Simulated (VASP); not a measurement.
Here is a VASP 6.6.1 calculation.

Contents of INCAR:

```
  ALGO = Normal
  EDIFF = 1E-7
  EDIFFG = -0.005
  ENCUT = 600
  GGA = PE
  IBRION = 2
  ISIF = 3
  ISMEAR = -1
  LASPH = T
  LCHARG = F
  LREAL = F
  LWAVE = F
  NELM = 100
  NSW = 80
  PREC = Accurate
  SIGMA = 0.02
```

The input KPOINTS:

```
k-points
0
Gamma
  8 8 8
```

File POSCAR:

```
Si
1.0
    0.0000000000      2.7135600000      2.7135600000
    2.7135600000      0.0000000000      2.7135600000
    2.7135600000      2.7135600000      0.0000000000
Si
2
Direct
    0.7500000000      0.7500000000      0.7500000000
    0.5000000000      0.5000000000      0.5000000000
```

Potentials or basis: VASP PAW PBE potentials, release 64 (Si).

Run with:

```bash
$ cat potpaw_PBE.64/Si/POTCAR > POTCAR
$ mpirun -np 1 vasp_std > vasp.out
```

Task: Predict the space group after relaxing (to 0.1 Å).

Result: Fd-3m (No. 227).

Task: What does it give for the band gap on the k mesh?

Result: 0.65 eV (least direct gap 2.56 eV).

Task: What does it give for the relaxed volume?

Result: 20.44 Å³/atom.

Final structure:
```
Si
1.0
     0.00000    2.73437    2.73437
     2.73437    0.00000    2.73437
     2.73437    2.73437    0.00000
Si
2
Direct
  0.75000 0.75000 0.75000
  0.50000 0.50000 0.50000
```

A k mesh can miss the band edges. Zero-point motion and thermal expansion aren't in these numbers.
